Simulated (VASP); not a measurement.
Ni: single point with PBE

The system is Ni.

```xyz
2
Lattice="0.0000 2.5837 2.5837 2.5837 0.0000 2.5837 2.5837 2.5837 0.0000" Properties=species:S:1:pos:R:3 pbc="T T T"
Ni    0.6459    0.6459    0.6459
Ni    4.5214    4.5214    4.5214
```

This isn't the form of Ni at room conditions, which is fcc.

| Property | Result |
| --- | --- |
| Program | VASP 6.6.1 |
| Task | single point |
| Functional | PBE |
| Potentials or basis | VASP PAW PBE potentials, release 64 (Ni) |
| Cutoff | 520 eV |
| k mesh | 17 × 17 × 17 |
| Occupations | fermi-dirac, width 0.05 eV |
| Spin | collinear spin, ferromagnetic start |
| Starting moments | [0.839, 0.839] μB |
| Dipole correction | no |
| Further INCAR settings | ALGO = Normal; EDIFF = 1e-06; NBANDS = 21 |

```
Pressure                                              : -2.9 GPa
Net moment                                            : 1.59 μB per cell
Site moments                                          : Ni +0.80 μB
Valence electrons inside the program's atomic spheres : Ni 9.17
```

Levels at points of the mesh, in eV from the Fermi level:
Spin up:
| k point | band 8 | band 9 | band 10 | band 11 | band 12 | band 13 | band 14 | band 15 |
| --- | --- | --- | --- | --- | --- | --- | --- | --- |
| (0.00, 0.00, 0.00) | -1.67 | -1.67 | -0.79 | -0.79 | 11.25 | 11.25 | 11.25 | 11.88 |
Spin down:
```csv
k point,band 6,band 7,band 8,band 9,band 10,band 11,band 12,band 13
"(0.00, 0.00, 0.00)",-2.26,-0.83,-0.83,-0.83,0.10,0.10,11.41,11.41
```

It took 3.7 min on 1 thread of Oxide Virtual Turin-like Processor, on a shared host, peak memory 0.25 GiB.
